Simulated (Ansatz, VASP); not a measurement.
# One calculation of LiH, two programs

```
Li H
1.0
     0.00000    2.00148    2.00148
     2.00148    0.00000    2.00148
     2.00148    2.00148    0.00000
Li H
1 1
Direct
  0.00000 0.00000 0.00000
  0.50000 0.50000 0.50000
```

Alike in both runs: functional r2SCAN; k mesh 12 × 12 × 12; occupations fermi-dirac, width 0.02 eV; no spin polarisation.

Ansatz relaxed the structure, and its values are those at the end. VASP's run is a single point on that final structure, the one shown.

|  | VASP | Ansatz |
| --- | --- | --- |
| version | VASP 6.6.1 | Ansatz 0.2.0 |
| potentials or method | VASP PAW PBE potentials, release 64 (Li_sv, H), cutoff 520 eV | PAW plane waves |
| valence electrons in the cell | 4 | 4 |

```tsv
	VASP	Ansatz	Ansatz less VASP
gap on the k mesh at the Fermi level (eV)	3.58	3.63	+0.049
```

VASP's potentials were made for PBE, not for r2SCAN. With one functional, cell and mesh, what is left measures potentials, basis and numerics. Ansatz's warnings: stress scf threshold loose.

Noted on VASP's run: the cutoff is short for stress, so the pressure is rough.
